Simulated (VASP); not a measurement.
Ti, 2 atoms in the cell. Symmetry: P6_3/mmc, No. 194, hexagonal system. The conventional cell has a = 2.890 Å, b = 2.890 Å, c = 4.584 Å, α = 90.00°, β = 90.00°, γ = 120.00°. Ti (site symmetry -6m2) has 12 Ti at 2.84 to 2.89 Å within 3.7 Å. 

```yaml
Program: VASP 6.6.1
Task: single point
Functional: b88 exchange, pbe correlation
Potentials_or_basis: VASP PAW PBE potentials, release 64 (Ti_sv)
Cutoff: 500 eV
k_mesh: 8 × 8 × 4
Occupations: methfessel-paxton, width 0.05 eV
Spin: non-collinear spin, typed start
Starting_moments: "[[1.0, 0.0, 0.0], [1.0, 0.0, 0.0]] μB"
Dipole_correction: no
Further_INCAR_settings: ALGO = Normal; EDIFF = 1e-06; NBANDS = 36
```

Potentials or basis: VASP PAW PBE potentials, release 64 (Ti_sv).

Command:

```bash
$ cat potpaw_PBE.64/Ti_sv/POTCAR > POTCAR
$ mpirun -np 1 vasp_ncl > vasp.out
```

Hardware: 1 thread of Intel(R) Xeon(R) 6975P-C (Granite Rapids) (shared host).

Q: Estimate the wall time of this run.

A: Run time: 76 s on 1 thread of Intel(R) Xeon(R) 6975P-C (Granite Rapids), with other jobs on the host, peak memory 0.31 GiB. Counts: scf iterations 14, k points 78.
